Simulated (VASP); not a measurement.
**Cr: single point with PBE**

The system is Cr.

```xyz
2
Lattice="0.0000 2.6985 2.6985 2.6985 0.0000 2.6985 2.6985 2.6985 0.0000" Properties=species:S:1:pos:R:3 pbc="T T T"
Cr    0.6746    0.6746    0.6746
Cr    4.7224    4.7224    4.7224
```

```yaml
Program: VASP 6.6.1
Task: single point
Functional: PBE
Potentials_or_basis: VASP PAW PBE potentials, release 64 (Cr_pv)
Cutoff: 520 eV
k_mesh: 11 × 11 × 11
Occupations: fermi-dirac, width 0.05 eV
Spin: collinear spin, antiferromagnetic start
Starting_moments: "[1.5, -1.5] μB"
Dipole_correction: no
Further_INCAR_settings: ALGO = Normal; EDIFF = 1e-06; NBANDS = 23
```

```json
{
 "Pressure": "0.2 GPa",
 "Band gap on the k mesh": "zero (filled and empty bands overlap)",
 "Net moment": "0.00 μB per cell",
 "Site moments": "Cr +2.85, -2.85 μB",
 "Valence electrons inside the program's atomic spheres": "Cr 10.89"
}
```

Levels at points of the mesh, in eV from the Fermi level:
Spin up:
```
           k point  band 8  band 9  band 10  band 11  band 12  band 13  band 14  band 15  band 16  band 17
(0.00, 0.00, 0.00)   -1.16   -1.16    -1.02    -1.02    -1.02     1.74     1.74     1.74     3.44     3.44
```
Spin down:
| k point | band 8 | band 9 | band 10 | band 11 | band 12 | band 13 | band 14 | band 15 | band 16 | band 17 |
| --- | --- | --- | --- | --- | --- | --- | --- | --- | --- | --- |
| (0.00, 0.00, 0.00) | -1.16 | -1.16 | -1.02 | -1.02 | -1.02 | 1.74 | 1.74 | 1.74 | 3.44 | 3.44 |

Run time: 79 s on 1 thread of Intel Xeon 6975P-C, on a shared host, peak memory 0.21 GiB.
